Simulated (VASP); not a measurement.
## Ta2C: relaxation of cell and atoms with r2SCAN

The system is Ta2C.

```
CELL_PARAMETERS angstrom
3.10590 0.00000 0.00000
-1.55295 2.68979 0.00000
0.00000 0.00000 4.94640
ATOMIC_POSITIONS crystal
Ta 0.33333 0.66667 0.25201
Ta 0.66667 0.33333 0.74799
C 0.00000 0.00000 0.00000
```

```yaml
Program: VASP 6.6.1
Task: relaxation of cell and atoms
Functional: r2SCAN
Potentials_or_basis: VASP PAW PBE potentials, release 64 (Ta_pv, C)
Cutoff: 600 eV
k_mesh: 11 × 11 × 6
Occupations: fermi-dirac, width 0.1 eV
Spin: no spin polarisation
Dipole_correction: no
Further_INCAR_settings: ALGO = Normal; EDIFF = 1e-06; IBRION = 2; EDIFFG = -0.01; NSW = 80; ISIF = 3
```

The relaxed volume is 13.84 Å³/atom. The relaxed cell is a = 3.114 Å, b = 3.114 Å, c = 4.944 Å, α = 90.00°, β = 90.00°, γ = 120.00°. The space group after relaxing (to 0.1 Å) is P-3m1 (No. 164) and the energy gained by relaxing is 1.2 meV/atom. The ionic steps are 5 and the pressure after relaxing is 0.0 GPa. The band gap on the k mesh is zero (bands 13 and 14 overlap by 0.75 eV).

The path:
```csv
step,energy change (eV),largest force (eV/Å),pressure (GPa),volume (Å³)
1,0.0000,0.2818,1.86,41.32
2,0.0113,0.2981,-5.42,42.29
3,-0.0030,0.0916,-0.49,41.62
4,-0.0036,0.0271,0.14,41.49
5,-0.0036,0.0020,0.01,41.52
```

Final structure:
```
Ta C
1.0
     3.11403    0.00000    0.00000
    -1.55702    2.69683    0.00000
     0.00000    0.00000    4.94363
Ta C
2 1
Direct
  0.33333 0.66667 0.25366
  0.66667 0.33333 0.74634
  0.00000 0.00000 0.00000
```

Levels at points of the mesh, in eV from the Fermi level:
| k point | band 11 | band 12 | band 13 | band 14 | band 15 | band 16 |
| --- | --- | --- | --- | --- | --- | --- |
| (0.00, 0.00, 0.00) | -3.53 | 0.01 | 0.49 | 0.49 | 1.14 | 1.14 |
| (0.00, 0.00, 0.50) | -1.98 | -1.81 | -0.26 | -0.26 | 2.96 | 2.96 |

Run time: 7.1 min on 1 thread of Intel(R) Xeon(R) 6975P-C (Granite Rapids), on a shared host, peak memory 0.24 GiB.

Caveat: the PAW data sets were made with another functional, which shifts forces and pressure a little; spin-orbit coupling is left out, which moves the levels of the heavy elements. Zero-point motion and thermal expansion aren't in these numbers.
